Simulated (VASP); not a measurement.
# Se (C2/m) in VASP: single point with PBEsol

Aim: the single point of Se with PBEsol.

Everything below comes from runs of VASP 6.6.1. Logs are shortened: lines on timing, memory, paths and dates and some standing lists are left out, and cuts for length are marked.

## (1) The cell of the first run

It takes space group C2/m (No. 12, monoclinic). Conventional cell: a = 7.275 Å, b = 3.974 Å, c = 4.509 Å, α = 90.00°, β = 123.09°, γ = 90.00°. Within 3.3 Å of Se (site symmetry m) lie 4 Se at 2.49 to 2.89 Å.

## (2) Single point, PBEsol (strained and its atoms moved)

Input file INCAR:

```
ALGO = Normal
EDIFF = 1E-7
ENCUT = 520
GGA = PS
ISIF = 2
ISMEAR = 0
LASPH = T
LCHARG = T
LELF = T
LREAL = F
LVHAR = T
LWAVE = F
NBANDS = 13
NELM = 80
PREC = Accurate
SIGMA = 0.1
```

Input file KPOINTS:

```
k-points
0
Gamma
  12 10 12
```

Input file POSCAR:

```
Se
1.0
    0.0906101749      2.9593801955      2.9007445666
    3.1852023802     -0.1938476387      3.1852023802
    2.9007445666      2.9593801955      0.0906101749
Se
2
Direct
    0.4927964027      0.4748338774      0.4927964027
    0.7572035973      0.7751661226      0.7572035973
```

Potentials or basis: VASP PAW PBE potentials, release 64 (Se).

Launch:

```
> cat potpaw_PBE.64/Se/POTCAR > POTCAR
> mpirun -np 1 vasp_std > vasp.out
```

OUTCAR:

```text
EDIFF = 1E-7
   ENCUT = 520
   GGA = PS
   ISIF = 2
   ISMEAR = 0
   LASPH = T
   LREAL = F
   NELM = 80
   PREC = Accurate

 ion  position               nearest neighbor table
   1  0.493  0.475  0.493-   2 2.49   2 2.49   2 2.65
   2  0.757  0.775  0.757-   1 2.49   1 2.49   1 2.65

  LATTYP: Found a base centered monoclinic cell.
 ALAT       =     7.2751722279
 B/A-ratio  =     0.5462592561
 C/A-ratio  =     0.6197414059
 COS(beta)  =    -0.5459708833

  Lattice vectors:

 A1 = (  -2.9007445666,  -2.9593801955,  -0.0906101749)
 A2 = (  -0.0906101749,  -2.9593801955,  -2.9007445666)
 A3 = (   3.1852023802,  -0.1938476387,   3.1852023802)

Analysis of symmetry for initial positions (statically):
=====================================================================
 Subroutine PRICEL returns:
 Original cell was already a primitive cell.

 Routine SETGRP: Setting up the symmetry group for a
 base centered monoclinic supercell.

 Subroutine GETGRP returns: Found  4 space group operations
 (whereof  2 operations were pure point group operations)
 out of a pool of  4 trial point group operations.

The static configuration has the point symmetry C_1h.
 The point group associated with its full space group is C_2h.

Analysis of symmetry for dynamics (positions and initial velocities):
=====================================================================
 Subroutine PRICEL returns:
 Original cell was already a primitive cell.

 Routine SETGRP: Setting up the symmetry group for a
 base centered monoclinic supercell.

 Subroutine GETGRP returns: Found  4 space group operations
 (whereof  2 operations were pure point group operations)
 out of a pool of  4 trial point group operations.

The dynamic configuration has the point symmetry C_1h.
 The point group associated with its full space group is C_2h.

 Subroutine INISYM returns: Found  4 space group operations
 (whereof  2 operations are pure point group operations),
 and found     1 'primitive' translations

----------------------------------------------------------------------------------------

                                     Primitive cell

  volume of cell :      54.6074

  direct lattice vectors                    reciprocal lattice vectors
     0.090610175  2.959380196  2.900744567    -0.172939669  0.163912642  0.182915198
     3.185202380 -0.193847639  3.185202380     0.152291682 -0.153937113  0.152291682
     2.900744567  2.959380196  0.090610175     0.182915198  0.163912642 -0.172939669
[... 88 lines left out ...]
   IBRION =     -1    ionic relax: 0-MD 1-quasi-New 2-CG
   NFREE  =      0    steps in history (QN), initial steepest desc. (CG)
   ISIF   =      2    stress and relaxation
   ISYM   =      2    0-nonsym 1-usesym 2-fastsym
   POTIM  = 0.5000    time-step for ionic-motion
   TEBEG  =    0.0;   TEEND  =   0.0 temperature during run
   PSTRESS=    0.0 pullay stress
   NELECT =      12.0000    total number of electrons
   NUPDOWN=      -1.0000    fix difference up-down
   EMIN   =  10.00;   EMAX   =-10.00  energy-range for DOS
   EFERMI =   0.00;   METHOD = LEGACY
   ISMEAR =     0;   SIGMA  =   0.10  broadening in eV -4-tet -1-fermi 0-gaus
   EFERMI_NEDOS =   21; number of points for ismear=-14 and -15
   IALGO  =     38    algorithm
   IMIX   =      4    mixing-type and parameters
     AMIX     =   0.40;   BMIX     =  1.00
     AMIX_MAG =   1.60;   BMIX_MAG =  1.00
  volume/ion in A,a.u.               =      27.30       184.25
  Fermi-wavevector in a.u.,A,eV,Ry     =   0.987911  1.866882 13.278865  0.975969
  Thomas-Fermi vector in A             =   2.119400
   LORBIT       =      0    0 simple, 1 ext, 2 COOP (PROOUT), +10 PAW based schemes
   GGA     = PS    functional components
   LHFCALC =     F    Hartree Fock is set to
   AEXX    =    0.0000 exact exchange contribution
   IVDW    =     0    specifies the selected vdW correction
   LEPSILON=     F    determine dielectric tensor
   LRPA    =     F    only Hartree local field effects (RPA)
 non-spin polarized calculation
 Gauss-broadening in eV      SIGMA  =   0.10
  energy-cutoff  :      520.00
  volume of cell :       54.61
 maximum number of plane-waves:      1486
   NGX = 15   NGY = 17   NGZ = 15

 number of electron      11.9999999 magnetization

 Free energy of the ion-electron system (eV)
  ---------------------------------------------------
  ext. energy  EPLUGINS =         0.00000000
  ---------------------------------------------------
  free energy    TOTEN  =        -6.71073990 eV

  energy without entropy =       -6.70447040  energy(sigma->0) =       -6.70760515

 E-fermi :   3.2213     XC(G=0):  -8.9778

 val. band max:        3.2210155499   @ k =   0.4167  -0.2000   0.0833
 cond. band min:       3.2253458209   @ k =   0.0000   0.1000  -0.0000
 fundamental gap:      0.0043302710
 Fermi energy:         3.2213098769

 k-point     1 :       0.0000    0.0000    0.0000
  band No.  band energies     occupation
      1     -13.1456      2.00000
      2      -6.5730      2.00000
      3      -1.5360      2.00000
      4      -1.1200      2.00000
      5       0.9913      2.00000
      6       1.3039      2.00000
      7       2.6927      2.00000
      8       3.0641      1.97376
      9       7.4471      0.00000
     10      10.6977      0.00000
     11      11.0937      0.00000
     12      11.8229      0.00000
     13      13.0648      0.00000
[... 354 lines left out ...]
  band No.  band energies     occupation
      1     -12.2166      2.00000
      2      -8.5553      2.00000
      3      -2.4878      2.00000
      4      -1.3525      2.00000
      5       0.2466      2.00000
      6       1.5669      2.00000
      7       3.7607      0.00000
      8       5.2423      0.00000
      9       8.6324      0.00000
     10      10.4347      0.00000
     11      11.8338      0.00000
     12      13.1584      0.00000
     13      14.8236      0.00000

 [... further k-points ...]
[... 5 lines left out ...]
  --------------------------------------------------------------------------------------
  -------------------------------------------------------------------------------------
  Total        1.7785323      1.4499149      1.7785323      0.5766328      0.5766329      0.4508769
  in kB       52.1819937     42.5403859     52.1819937     16.9183605     16.9183621     13.2286917
  external PRESSURE =      48.9681245 kB  Pullay stress =       0.0000000 kB

 VOLUME and BASIS-vectors are now :
 -----------------------------------------------------------------------------
  energy-cutoff  :      520.00
  volume of cell :       54.61
      direct lattice vectors                 reciprocal lattice vectors
     0.090610175  2.959380196  2.900744567    -0.172939669  0.163912642  0.182915198
     3.185202380 -0.193847639  3.185202380     0.152291682 -0.153937113  0.152291682
     2.900744567  2.959380196  0.090610175     0.182915198  0.163912642 -0.172939669

 POSITION                                       TOTAL-FORCE (eV/Angst)
 -----------------------------------------------------------------------------------
      2.98657      2.82470      2.98657        -0.330856     -0.226583     -0.330856
      4.73413      4.33144      4.73413         0.330856      0.226583      0.330856
 -----------------------------------------------------------------------------------
    total drift:                               -0.000000     -0.000000      0.000000

  FREE ENERGIE OF THE ION-ELECTRON SYSTEM (eV)
  ---------------------------------------------------
  free  energy   TOTEN  =        -6.7107399015 eV

  energy  without entropy=       -6.7044703965  energy(sigma->0) =       -6.70760515
```

OSZICAR:

```text
N       E                     dE             d eps       ncg     rms          rms(c)
DAV:   1     0.534285008673E+02    0.53429E+02   -0.49571E+03 10356   0.765E+02
DAV:   2    -0.331858383589E+01   -0.56747E+02   -0.53880E+02 13974   0.132E+02
DAV:   3    -0.672552023214E+01   -0.34069E+01   -0.33885E+01 13266   0.358E+01
DAV:   4    -0.675029188763E+01   -0.24772E-01   -0.24768E-01 11843   0.360E+00
DAV:   5    -0.675045141467E+01   -0.15953E-03   -0.15952E-03 13548   0.291E-01    0.696E+00
DAV:   6    -0.672037445718E+01    0.30077E-01   -0.25040E-02 12728   0.732E-01    0.419E+00
DAV:   7    -0.671114981199E+01    0.92246E-02   -0.38240E-02 12898   0.945E-01    0.189E-01
DAV:   8    -0.671073497398E+01    0.41484E-03   -0.37666E-03 11488   0.320E-01    0.496E-02
DAV:   9    -0.671073720728E+01   -0.22333E-05   -0.49393E-05 13318   0.459E-02    0.207E-02
DAV:  10    -0.671073993759E+01   -0.27303E-05   -0.44671E-06 12257   0.140E-02    0.587E-03
DAV:  11    -0.671073990145E+01    0.36133E-07   -0.70004E-07 13358   0.472E-03
   1 F= -.67107399E+01 E0= -.67076051E+01  d E =-.626950E-02
```

It took 2.7 min on 1 thread of Intel Xeon Platinum 8488C (Sapphire Rapids), shared host; peak memory 0.36 GiB.

Results:

```yaml
Free_energy: -6.7107 eV
Pressure: 4.9 GPa
Largest_force: 0.520 eV/Å
Band_gap_on_the_k_mesh: zero (bands 6 and 7 overlap by 0.82 eV)
```

Forces on the atoms (eV/Å):
```
Se  -0.331 -0.227 -0.331
Se   0.331  0.227  0.331
```

Levels at points of the mesh, in eV from the Fermi level:
```
           k point  band 4  band 5  band 6  band 7  band 8  band 9
(0.00, 0.00, 0.00)   -4.34   -2.23   -1.92   -0.53   -0.16    4.23
(0.50, 0.00, 0.00)   -4.70   -3.74   -0.70    1.44    2.42    5.86
(0.00, 0.50, 0.00)   -3.62   -3.31   -0.62    1.48    1.62    6.28
(0.50, 0.50, 0.00)   -4.99   -3.06   -1.52    2.43    2.82    5.73
(0.50, 0.00, 0.50)   -5.38   -2.22   -2.08    2.01    2.62    6.37
(0.50, 0.50, 0.50)   -5.15   -4.87    0.02    0.26    1.74    6.54
```

Caveat: the cell differs from its parent crystal (strained and its atoms moved); the cell stands under pressure; the PAW data sets were made with another functional, which shifts forces and pressure a little.
